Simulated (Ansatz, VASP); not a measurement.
# ZnO in VASP and in Ansatz

The input POSCAR:

```
ZnO
1.0
    3.2352635141      0.0000000000      0.0000000000
   -1.6176317571      2.8018203912      0.0000000000
    0.0000000000      0.0000000000      5.2113138462
Zn O
2 2
Direct
    0.3333333333      0.6666666667     -0.0259073726
    0.6666666667      0.3333333333      0.4740926274
    0.3333333333      0.6666666667      0.4079073726
    0.6666666667      0.3333333333      0.9079073726
```

INCAR.step1

```
ALGO = Normal
EDIFF = 1E-4
ENCUT = 520
GGA = PE
ISMEAR = 0
LASPH = True
LCHARG = False
LREAL = False
LWAVE = True
NBANDS = 26
NELM = 60
PREC = Accurate
SIGMA = 0.01
```

Contents of INCAR.step2:

```
ALGO = Normal
EDIFF = 1E-6
ENCUT = 520
ISIF = 2
ISMEAR = 0
ISTART = 1
LASPH = True
LCHARG = False
LMIXTAU = True
LREAL = False
LWAVE = False
METAGGA = R2SCAN
NBANDS = 26
NELM = 60
PREC = Accurate
SIGMA = 0.01
```

The input KPOINTS:

```
k-points
0
Gamma
  9 9 6
```

Input for Ansatz:

```yaml
crystal:
  lattice:
    - [3.2352635141, 0.0, 0.0]
    - [-1.6176317571, 2.8018203912, 0.0]
    - [0.0, 0.0, 5.2113138462]
  atoms:
    - { symbol: Zn, position: [0.3333333333, 0.6666666667, -0.0259073726] }
    - { symbol: Zn, position: [0.6666666667, 0.3333333333, 0.4740926274] }
    - { symbol: O, position: [0.3333333333, 0.6666666667, 0.4079073726] }
    - { symbol: O, position: [0.6666666667, 0.3333333333, 0.9079073726] }
basis:
  ecutwfc: 500
  xc_grid: 2
kpoints:
  mp_grid: { grid: [9, 9, 6] }
hamiltonian:
  xc: r2scan
  pseudopotentials: { kind: paw, azcp: { folder: soft_1 } }
scf:
  occupations: { method: fixed }
output:
  forces: true
  stress: true
  eigenvalues: true
  polarization: {}
```

Change from the starting cell: polar distortion scaled by 0.55.

Alike in both runs: task single point; functional r2SCAN; k mesh 9 × 9 × 6; no spin polarisation.

|  | VASP | Ansatz |
| --- | --- | --- |
| version | VASP 6.6.1 | Ansatz 0.2.0 |
| potentials or method | VASP PAW PBE potentials, release 64 (Zn, O), cutoff 520 eV | scalar-relativistic, plane waves, PAW |
| occupations | gaussian, width 0.01 eV | fixed |
| valence electrons in the cell | 36 | 36 |

Ansatz gave:

| Property | Result |
| --- | --- |
| gap on the k mesh at the Fermi level (eV) | 1.26 |
| least direct gap on the mesh (eV) | 1.26 |
| pressure (GPa) | 3.6 |
| traceless stress, the component that is largest in VASP (GPa) | -9.45 |
| rms of the force components (eV/Å) | 0.378 |

Task: What did VASP give for the same quantities?

Result: gap on the k mesh at the Fermi level (eV): 1.27; least direct gap on the mesh (eV): 1.27; pressure (GPa): 4.9; traceless stress, the component that is largest in VASP (GPa): -10.28; rms of the force components (eV/Å): 0.399.

VASP's potentials were made for PBE, not for r2SCAN. Atom by atom the forces differ by 0.021 eV/Å (rms over components).
